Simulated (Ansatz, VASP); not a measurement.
## Al in VASP and in Ansatz

```
CELL_PARAMETERS angstrom
0.00000 2.04062 2.04062
2.04062 0.00000 2.04062
2.04062 2.04062 0.00000
ATOMIC_POSITIONS crystal
Al 0.00000 0.00000 0.00000
```

Alike in both runs: task single point; functional PBE; k mesh 18 × 18 × 18; occupations gaussian, width 0.1 eV; no spin polarisation.

```csv
,VASP,Ansatz
version,VASP 6.6.1,Ansatz 0.2.0
potentials or method,"VASP PAW PBE potentials, release 64 (Al), cutoff 500 eV","scalar-relativistic, all-electron LAPW"
```

Ansatz gave:

```
gap on the k mesh at the Fermi level (eV) : none
pressure (GPa)                            : -2.1
```

Problem. What did VASP give for the same quantities?

Solution. gap on the k mesh at the Fermi level (eV): none; pressure (GPa): -2.2.

A gap of «none» marks a metal or a gap that the smearing closes. Ansatz ran all-electron here, and VASP with PAW potentials.
